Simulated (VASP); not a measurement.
Write the native input for VASP 6.6.1 that does the following.

| Quantity | Value |
| --- | --- |
| Task | single point |
| Functional | LDA |
| Potentials or basis | VASP PAW LDA potentials, release 64 (B, P) |
| Cutoff | 500 eV |
| k mesh | 15 × 15 × 15 |
| Occupations | fermi-dirac, width 0.1 eV |
| Spin | no spin polarisation |
| Dipole correction | no |
| Further INCAR settings | ALGO = Normal; EDIFF = 1e-06; NBANDS = 11 |

The structure of BP (rocksalt type) lies in POSCAR:

```
BP
1.0
    0.0000000000      2.0438047812      2.0438047812
    2.0438047812      0.0000000000      2.0438047812
    2.0438047812      2.0438047812      0.0000000000
B P
1 1
Direct
    0.0000000000      0.0000000000      0.0000000000
    0.5000000000      0.5000000000      0.5000000000
```

This cell differs from its parent crystal: volume scaled by 0.88.

The input as run:

INCAR

```
  PREC = Accurate
  ENCUT = 500
  EDIFF = 1E-6
  ISMEAR = -1
  SIGMA = 0.1
  LREAL = F
  LASPH = T
  NELM = 120
  ALGO = Normal
  ISIF = 2
  LWAVE = F
  LCHARG = F
  NBANDS = 11
  GGA_COMPAT = F
```

KPOINTS

```
Automatic mesh
0
Gamma
  15 15 15
```

Potentials or basis: VASP PAW LDA potentials, release 64 (B, P).

Run with:

```console
$ cat potpaw_LDA.64/B/POTCAR potpaw_LDA.64/P/POTCAR > POTCAR
$ mpirun -np 1 vasp_std > vasp.out
```

Results of the run:

| Quantity | Value |
| --- | --- |
| Pressure | 27.9 GPa |
| Band gap on the k mesh | zero (band 4 reaches 13.50 eV, above the bottom of band 5 at 9.98 eV) |

It took 6.6 s on 1 thread of Intel(R) Xeon(R) Platinum 8481C CPU @ 2.70GHz (Sapphire Rapids), with other jobs on the host, peak memory 0.13 GiB.
